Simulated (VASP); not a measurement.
# RbPt3 (P6_3/mmc) in VASP: single point with PBE

Aim: the single point of RbPt3 with PBE.

All numbers are computed with VASP 6.6.1; they aren't measurements. Logs are shortened: lines on timing, memory, paths and dates and some standing lists are left out, and cuts for length are marked.

## 1. The cell of the first run

Symmetry: P6_3/mmc, No. 194, hexagonal system. Conventional cell: a = 7.663 Å, b = 7.663 Å, c = 4.378 Å, α = 90.00°, β = 90.00°, γ = 120.00°. Within 4.7 Å of Rb (site symmetry -6m2) lie 12 Pt at 3.60 to 3.88 Å and 2 Rb at 4.38 Å. Pt (site symmetry mm2) has 6 Pt at 2.69 to 2.72 Å and 2 Rb at 3.60 Å within 3.6 Å.

## 2. Single point, PBE

Input file INCAR:

```
PREC = Accurate ; ENCUT = 520
EDIFF = 1E-6 ; ISMEAR = 0
SIGMA = 0.1 ; LREAL = False
LASPH = True ; NELM = 100
ALGO = Fast ; ISIF = 2
LWAVE = False ; LCHARG = False
GGA = PE ; NBANDS = 49
```

Input file KPOINTS:

```
Automatic mesh
0
Gamma
  6 6 10
```

Input file POSCAR:

```
RbPt3
1.0
    7.6626845905      0.0000000000      0.0000000000
   -3.8313422953      6.6360795165      0.0000000000
    0.0000000000      0.0000000000      4.3777449427
Rb Pt
2 6
Direct
    0.3333333333      0.6666666667      0.2500000000
    0.6666666667      0.3333333333      0.7500000000
    0.8817982094      0.7635964188      0.2500000000
    0.1182017906      0.8817982094      0.7500000000
    0.2364035812      0.1182017906      0.2500000000
    0.1182017906      0.2364035812      0.7500000000
    0.8817982094      0.1182017906      0.2500000000
    0.7635964188      0.8817982094      0.7500000000
```

Potentials or basis: VASP PAW PBE potentials, release 64 (Rb_sv, Pt).

The run is started by

```bash
cat potpaw_PBE.64/Rb_sv/POTCAR potpaw_PBE.64/Pt/POTCAR > POTCAR
mpirun -np 1 vasp_std > vasp.out
```

OUTCAR:

```text
PREC = Accurate
   ENCUT = 520
   EDIFF = 1E-6
   ISMEAR = 0
   LREAL = False
   LASPH = True
   NELM = 100
   ISIF = 2
   GGA = PE

 ion  position               nearest neighbor table
   1  0.333  0.667  0.250-   4 3.60   4 3.60   6 3.60   6 3.60   8 3.60   8 3.60   5 3.88   3 3.88
                             7 3.88   7 3.88   5 3.88   3 3.88   2 4.94   2 4.94   2 4.94   2 4.94
   2  0.667  0.333  0.750-   7 3.60   7 3.60   3 3.60   3 3.60   5 3.60   5 3.60   8 3.88   6 3.88
                             4 3.88   4 3.88   8 3.88   6 3.88   1 4.94   1 4.94   1 4.94   1 4.94
   3  0.882  0.764  0.250-   4 2.69   4 2.69   8 2.69   8 2.69   5 2.72   7 2.72   2 3.60   2 3.60
                             1 3.88   1 3.88
   4  0.118  0.882  0.750-   5 2.69   5 2.69   3 2.69   3 2.69   6 2.72   8 2.72   1 3.60   1 3.60
                             2 3.88   2 3.88
   5  0.236  0.118  0.250-   4 2.69   4 2.69   6 2.69   6 2.69   3 2.72   7 2.72   2 3.60   2 3.60
                             1 3.88   1 3.88
   6  0.118  0.236  0.750-   7 2.69   7 2.69   5 2.69   5 2.69   8 2.72   4 2.72   1 3.60   1 3.60
                             2 3.88   2 3.88
   7  0.882  0.118  0.250-   8 2.69   8 2.69   6 2.69   6 2.69   3 2.72   5 2.72   2 3.60   2 3.60
                             1 3.88   1 3.88
   8  0.764  0.882  0.750-   7 2.69   7 2.69   3 2.69   3 2.69   6 2.72   4 2.72   1 3.60   1 3.60
                             2 3.88   2 3.88

  LATTYP: Found a hexagonal cell.
 ALAT       =     7.6626845905
 C/A-ratio  =     0.5713069475

  Lattice vectors:

 A1 = (   7.6626845905,   0.0000000000,   0.0000000000)
 A2 = (  -3.8313422953,   6.6360795165,   0.0000000000)
 A3 = (   0.0000000000,   0.0000000000,   4.3777449427)

Analysis of symmetry for initial positions (statically):
=====================================================================
 Subroutine PRICEL returns:
 Original cell was already a primitive cell.

 Routine SETGRP: Setting up the symmetry group for a
 hexagonal supercell.

 Subroutine GETGRP returns: Found 24 space group operations
 (whereof 12 operations were pure point group operations)
 out of a pool of 24 trial point group operations.

The static configuration has the point symmetry D_3d.
 The point group associated with its full space group is D_6h.

Analysis of symmetry for dynamics (positions and initial velocities):
=====================================================================
 Subroutine PRICEL returns:
 Original cell was already a primitive cell.

 Routine SETGRP: Setting up the symmetry group for a
 hexagonal supercell.

 Subroutine GETGRP returns: Found 24 space group operations
 (whereof 12 operations were pure point group operations)
 out of a pool of 24 trial point group operations.

The dynamic configuration has the point symmetry D_3d.
 The point group associated with its full space group is D_6h.

 Subroutine INISYM returns: Found 24 space group operations
 (whereof 12 operations are pure point group operations),
 and found     1 'primitive' translations

----------------------------------------------------------------------------------------

                                     Primitive cell

  volume of cell :     222.6091

  direct lattice vectors                    reciprocal lattice vectors
     7.662684590  0.000000000  0.000000000     0.130502566  0.075345691  0.000000000
    -3.831342295  6.636079516  0.000000000     0.000000000  0.150691383  0.000000000
     0.000000000  0.000000000  4.377744943     0.000000000  0.000000000  0.228428109

  length of vectors
     7.662684590  7.662684590  4.377744943     0.150691383  0.150691383  0.228428109

  position of ions in fractional coordinates (direct lattice)
     0.333333333  0.666666667  0.250000000
     0.666666667  0.333333333  0.750000000
     0.881798209  0.763596419  0.250000000
     0.118201791  0.881798209  0.750000000
     0.236403581  0.118201791  0.250000000
     0.118201791  0.236403581  0.750000000
     0.881798209  0.118201791  0.250000000
     0.763596419  0.881798209  0.750000000

  ion indices of the primitive-cell ions
   primitive index   ion index
                 1           1
                 2           2
                 3           3
                 4           4
                 5           5
                 6           6
                 7           7
                 8           8

----------------------------------------------------------------------------------------

 KPOINTS: Automatic mesh

Automatic generation of k-mesh.
 Grid dimensions read from file:
 generate k-points for:    6    6   10

 Generating k-lattice:

  Cartesian coordinates                     Fractional coordinates (reciprocal lattice)
     0.021750428  0.012557615  0.000000000     0.166666667  0.000000000  0.000000000
     0.000000000  0.025115230  0.000000000     0.000000000  0.166666667  0.000000000
     0.000000000  0.000000000  0.022842811     0.000000000  0.000000000  0.100000000

  Length of vectors
     0.025115230  0.025115230  0.022842811

  Shift w.r.t. Gamma in fractional coordinates (k-lattice)
     0.000000000  0.000000000  0.000000000

 Subroutine IBZKPT returns following result:
 ===========================================

 Found     42 irreducible k-points:

 Following reciprocal coordinates:
            Coordinates               Weight
  0.000000  0.000000  0.000000      1.000000
  0.166667 -0.000000  0.000000      6.000000
  0.333333 -0.000000  0.000000      6.000000
  0.500000 -0.000000  0.000000      3.000000
  0.166667  0.166667  0.000000      6.000000
  0.333333  0.166667  0.000000     12.000000
[... 16 lines left out ...]
  0.166667 -0.000000  0.300000     12.000000
  0.333333 -0.000000  0.300000     12.000000
 [... further k-points ...]
   k-points           NKPTS =     42   k-points in BZ     NKDIM =     42   number of bands    NBANDS=     49
   number of dos      NEDOS =    301   number of ions     NIONS =      8
   total plane-waves  NPLWV = 129600
   dimension x,y,z NGX =    60 NGY =   60 NGZ =   36
   dimension x,y,z NGXF=   120 NGYF=  120 NGZF=   72
   ions per type =               2   6
   NGX,Y,Z   is equivalent  to a cutoff of  13.02, 13.02, 13.67 a.u.
   NGXF,Y,Z  is equivalent  to a cutoff of  26.03, 26.03, 27.34 a.u.
 SYSTEM =  unknown system
   PREC   = accura    normal or accurate (medium, high low for compatibility)
   ISTART =      0    job   : 0-new  1-cont  2-samecut
   ICHARG =      2    charge: 1-file 2-atom 10-const
   ISPIN  =      1    spin polarized calculation?
   LNONCOLLINEAR =      F non collinear calculations
   LSORBIT =      F    spin-orbit coupling
   LASPH  =      T    aspherical Exc in radial PAW
   ENCUT  =  520.0 eV  38.22 Ry    6.18 a.u.  14.25 14.25  8.14*2*pi/ulx,y,z
   NELM   =    100;   NELMIN=  2; NELMDL= -5     # of ELM steps
   EDIFF  = 0.1E-05   stopping-criterion for ELM
   LREAL  =      F    real-space projection
   EDIFFG = 0.1E-04   stopping-criterion for IOM
   NSW    =      0    number of steps for IOM
   IBRION =     -1    ionic relax: 0-MD 1-quasi-New 2-CG
   NFREE  =      0    steps in history (QN), initial steepest desc. (CG)
   ISIF   =      2    stress and relaxation
   ISYM   =      2    0-nonsym 1-usesym 2-fastsym
   POTIM  = 0.5000    time-step for ionic-motion
   TEBEG  =    0.0;   TEEND  =   0.0 temperature during run
   PSTRESS=    0.0 pullay stress
   NELECT =      78.0000    total number of electrons
   NUPDOWN=      -1.0000    fix difference up-down
   EMIN   =  10.00;   EMAX   =-10.00  energy-range for DOS
   EFERMI =   0.00;   METHOD = LEGACY
   ISMEAR =     0;   SIGMA  =   0.10  broadening in eV -4-tet -1-fermi 0-gaus
   EFERMI_NEDOS =   21; number of points for ismear=-14 and -15
   IALGO  =     68    algorithm
   IMIX   =      4    mixing-type and parameters
     AMIX     =   0.40;   BMIX     =  1.00
     AMIX_MAG =   1.60;   BMIX_MAG =  1.00
  volume/ion in A,a.u.               =      27.83       187.78
  Fermi-wavevector in a.u.,A,eV,Ry     =   1.154141  2.181009 18.123510  1.332040
  Thomas-Fermi vector in A             =   2.290779
   LORBIT       =      0    0 simple, 1 ext, 2 COOP (PROOUT), +10 PAW based schemes
   GGA     = PE    functional components
   LHFCALC =     F    Hartree Fock is set to
   AEXX    =    0.0000 exact exchange contribution
   IVDW    =     0    specifies the selected vdW correction
   LEPSILON=     F    determine dielectric tensor
   LRPA    =     F    only Hartree local field effects (RPA)
 non-spin polarized calculation
 RMM-DIIS sequential band-by-band and
 Gauss-broadening in eV      SIGMA  =   0.10
  energy-cutoff  :      520.00
  volume of cell :      222.61
 maximum number of plane-waves:      6042
 NGX is ok and might be reduce to    60
   NGX = 29   NGY = 29   NGZ = 17

 number of electron      77.9999996 magnetization

 Free energy of the ion-electron system (eV)
  ---------------------------------------------------
  ext. energy  EPLUGINS =         0.00000000
  ---------------------------------------------------
  free energy    TOTEN  =       -34.58906933 eV

  energy without entropy =      -34.49782973  energy(sigma->0) =      -34.54344953

 E-fermi :   3.2896     XC(G=0):  -9.4173

 val. band max:        3.2868047569   @ k =   0.0000   0.0000   0.2000
 cond. band min:       3.2905477756   @ k =   0.1667  -0.0000   0.5000
 fundamental gap:      0.0037430187
 Fermi energy:         3.2895811936

 k-point     1 :       0.0000    0.0000    0.0000
  band No.  band energies     occupation
      1     -22.8613      2.00000
      2     -22.8552      2.00000
      3      -7.0535      2.00000
      4      -7.0535      2.00000
      5      -6.9810      2.00000
      6      -6.9810      2.00000
[... 41 lines left out ...]
     48       9.6900      0.00000
     49       9.7451      0.00000

 k-point     2 :       0.1667   -0.0000    0.0000
  band No.  band energies     occupation
      1     -22.8609      2.00000
      2     -22.8555      2.00000
      3      -7.0597      2.00000
      4      -7.0560      2.00000
      5      -6.9883      2.00000
      6      -6.9761      2.00000
[... 1136 lines left out ...]
 k-point    24 :       0.3333   -0.0000    0.3000
  band No.  band energies     occupation
      1     -22.8529      2.00000
      2     -22.8508      2.00000
      3      -7.1086      2.00000
      4      -7.1007      2.00000
      5      -7.0267      2.00000
      6      -7.0141      2.00000
[... 41 lines left out ...]
     48       7.6367      0.00000
     49       8.7315      0.00000

 [... further k-points ...]
[... 5 lines left out ...]
  --------------------------------------------------------------------------------------
  -------------------------------------------------------------------------------------
  Total       -0.1338624     -0.1338624     -0.1793969      0.0000000      0.0000000      0.0000000
  in kB       -0.9634431     -0.9634431     -1.2911673      0.0000000      0.0000000      0.0000000
  external PRESSURE =      -1.0726845 kB  Pullay stress =       0.0000000 kB

 VOLUME and BASIS-vectors are now :
 -----------------------------------------------------------------------------
  energy-cutoff  :      520.00
  volume of cell :      222.61
      direct lattice vectors                 reciprocal lattice vectors
     7.662684590  0.000000000  0.000000000     0.130502566  0.075345691  0.000000000
    -3.831342295  6.636079516  0.000000000     0.000000000  0.150691383  0.000000000
     0.000000000  0.000000000  4.377744943     0.000000000  0.000000000  0.228428109

 POSITION                                       TOTAL-FORCE (eV/Angst)
 -----------------------------------------------------------------------------------
     -0.00000      4.42405      1.09444        -0.000000      0.000000     -0.000000
      3.83134      2.21203      3.28331        -0.000000      0.000000     -0.000000
      3.83134      5.06729      1.09444        -0.000000      0.024848      0.000000
     -2.47273      5.85168      3.28331        -0.021519      0.012424      0.000000
      1.35861      0.78440      1.09444        -0.021519     -0.012424     -0.000000
     -0.00000      1.56879      3.28331         0.000000     -0.024848     -0.000000
      6.30407      0.78440      1.09444         0.021519     -0.012424     -0.000000
      2.47273      5.85168      3.28331         0.021519      0.012424      0.000000
 -----------------------------------------------------------------------------------
    total drift:                               -0.000000      0.000000      0.000000

  FREE ENERGIE OF THE ION-ELECTRON SYSTEM (eV)
  ---------------------------------------------------
  free  energy   TOTEN  =       -34.5890693252 eV

  energy  without entropy=      -34.4978297284  energy(sigma->0) =      -34.54344953
```

It took 7 min on 1 thread of Oxide Virtual Turin-like, shared host; peak memory 0.54 GiB.

Results:

```
Free energy            : -34.5891 eV
Pressure               : -0.1 GPa
Largest force          : 0.025 eV/Å
Band gap on the k mesh : zero (bands 39 and 40 overlap by 0.28 eV)
```

Forces in eV/Å, atoms in the order of the input:
```
Rb   0.000  0.000  0.000
Rb   0.000  0.000  0.000
Pt   0.000  0.025  0.000
Pt  -0.022  0.012  0.000
Pt  -0.022 -0.012  0.000
Pt   0.000 -0.025  0.000
Pt   0.022 -0.012  0.000
Pt   0.022  0.012  0.000
```

Caveat: spin-orbit coupling is left out, which moves the levels of the heavy elements.
